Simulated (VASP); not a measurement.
Crystal: Co.

```xyz
2
Lattice="2.5190 0.0000 0.0000 -1.2595 2.1815 0.0000 0.0000 0.0000 4.0910" Properties=species:S:1:pos:R:3 pbc="T T T"
Co    0.0000    1.4543    1.0228
Co    1.2595    0.7272    3.0682
```

* Program: VASP 6.6.1
* Task: relaxation of cell and atoms
* Functional: PBE
* Potentials or basis: VASP PAW PBE potentials, release 64 (Co)
* Cutoff: 600 eV
* k mesh: 18 × 18 × 10
* Occupations: gaussian, width 0.1 eV
* Spin: collinear spin, ferromagnetic start
* Starting moments: [1.95, 1.95] μB

At the start: pressure -7.7 GPa; volume 11.24 Å³/atom.

**Question.** How do energy, volume and symmetry change on relaxing?

**Answer.** Over 11 steps the energy falls by 10.9 meV/atom and the volume is 10.81 Å³/atom (-3.9 %); space group P6_3/mmc (No. 194, to 0.1 Å) before and after; moment 3.18 μB per cell.

The path:
```
step  energy change (eV)  largest force (eV/Å)  pressure (GPa)  volume (Å³)
   1              0.0000                0.0000           -7.72        22.48
   2              0.0029                0.0000            9.74        20.76
   3             -0.0217                0.0000           -0.08        21.62
   4             -0.0217                0.0000            0.12        21.60
   5             -0.0218                0.0000            0.23        21.60
   6             -0.0218                0.0000            0.21        21.60
   7             -0.0218                0.0000            0.18        21.60
   8             -0.0218                0.0000            0.06        21.60
   9             -0.0218                0.0000            0.17        21.60
  10             -0.0218                0.0000           -0.11        21.64
  11             -0.0218                0.0000           -0.02        21.62
```

Final structure:
```
CELL_PARAMETERS angstrom
2.48955 0.00000 0.00000
-1.24477 2.15601 0.00000
0.00000 0.00000 4.02712
ATOMIC_POSITIONS crystal
Co 0.33333 0.66667 0.25000
Co 0.66667 0.33333 0.75000
```
